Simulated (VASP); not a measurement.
**Pb2O: relaxation of the atoms with PBE**

The system is Pb2O.

```
Pb O
1.0
     5.38000    0.00000    0.00000
     0.00000    5.38000    0.00000
     0.00000    0.00000    5.38000
Pb O
4 2
Direct
  0.25000 0.25000 0.25000
  0.75000 0.75000 0.25000
  0.25000 0.75000 0.75000
  0.75000 0.25000 0.75000
  0.00000 0.00000 0.00000
  0.50000 0.50000 0.50000
```

| Quantity | Value |
| --- | --- |
| Program | VASP 6.6.1 |
| Task | relaxation of the atoms |
| Functional | PBE |
| Potentials or basis | VASP PAW PBE potentials, release 64 (Pb_d, O) |
| Cutoff | 520 eV |
| k mesh | 6 × 6 × 6 |
| Occupations | fermi-dirac, width 0.05 eV |
| Spin | no spin polarisation |
| Dipole correction | no |
| Further INCAR settings | ALGO = Normal; EDIFF = 1e-06; IBRION = 2; EDIFFG = -0.02; NSW = 80 |

| Property | Result |
| --- | --- |
| Pressure after relaxing | 2.8 GPa |
| Band gap on the k mesh | zero (bands 34 and 35 overlap by 0.90 eV) |

Final structure:
```cif
data_structure
_symmetry_space_group_name_H-M 'P 1'
_symmetry_Int_Tables_number 1
_cell_length_a 5.3800
_cell_length_b 5.3800
_cell_length_c 5.3800
_cell_angle_alpha 90.000
_cell_angle_beta 90.000
_cell_angle_gamma 90.000
_cell_volume 155.72
loop_
_atom_site_label
_atom_site_type_symbol
_atom_site_fract_x
_atom_site_fract_y
_atom_site_fract_z
_atom_site_occupancy
Pb1 Pb 0.25000 0.25000 0.25000 1
Pb2 Pb 0.75000 0.75000 0.25000 1
Pb3 Pb 0.25000 0.75000 0.75000 1
Pb4 Pb 0.75000 0.25000 0.75000 1
O1 O 0.00000 0.00000 0.00000 1
O2 O 0.50000 0.50000 0.50000 1
```

Levels at points of the mesh, in eV from the Fermi level:
```tsv
k point	band 32	band 33	band 34	band 35	band 36	band 37
(0.00, 0.00, 0.00)	-0.52	-0.52	-0.52	2.14	2.14	2.14
(0.50, 0.00, 0.00)	-0.93	-0.55	-0.55	1.08	1.08	1.98
(0.50, 0.50, 0.00)	-1.19	-0.10	-0.10	1.48	1.48	1.98
(0.50, 0.50, 0.50)	-0.83	-0.81	-0.81	-0.81	1.40	4.68
```

It took 3.1 min on 1 thread of Oxide Virtual Turin-like Processor (shared host), peak memory 0.25 GiB.

Caveat: the relaxation stopped at its first step, so nothing moved; spin-orbit coupling is left out, which moves the levels of the heavy elements.
